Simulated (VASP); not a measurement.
LuBr:

```
CELL_PARAMETERS angstrom
3.60687 0.00000 0.00000
-1.80344 3.12364 0.00000
0.00000 0.00000 9.87175
ATOMIC_POSITIONS crystal
Lu 0.33333 0.66667 0.33099
Lu 0.66667 0.33333 0.83099
Br 0.33333 0.66667 0.04401
Br 0.66667 0.33333 0.54401
```

Base run:

```yaml
Program: VASP 6.6.1
Functional: LDA
Potentials_or_basis: VASP PAW PBE potentials, release 64 (Lu, Br)
Cutoff: 520 eV
k_mesh: 9 × 9 × 3
Occupations: fermi-dirac, width 0.1 eV
Spin: no spin polarisation
```

Its results: band gap on the k mesh zero (bands 32 and 33 overlap by 0.14 eV); pressure -4.6 GPa; largest force 0.133 eV/Å.

Q: The run is repeated on the same cell with these changes: k mesh from 9 × 9 × 3 to 5 × 5 × 2. What comes out?

A: Band gap on the k mesh 0.57 eV (least direct gap 0.63 eV); pressure -4.5 GPa; largest force 0.122 eV/Å.

Caveats: the cell stands under tension; the PAW data sets were made with another functional, which shifts forces and pressure a little; spin-orbit coupling is left out, which moves the levels of the heavy elements; semilocal functionals underestimate gaps, and a narrow one can read as zero (at least some runs).

A k mesh can miss the band edges.
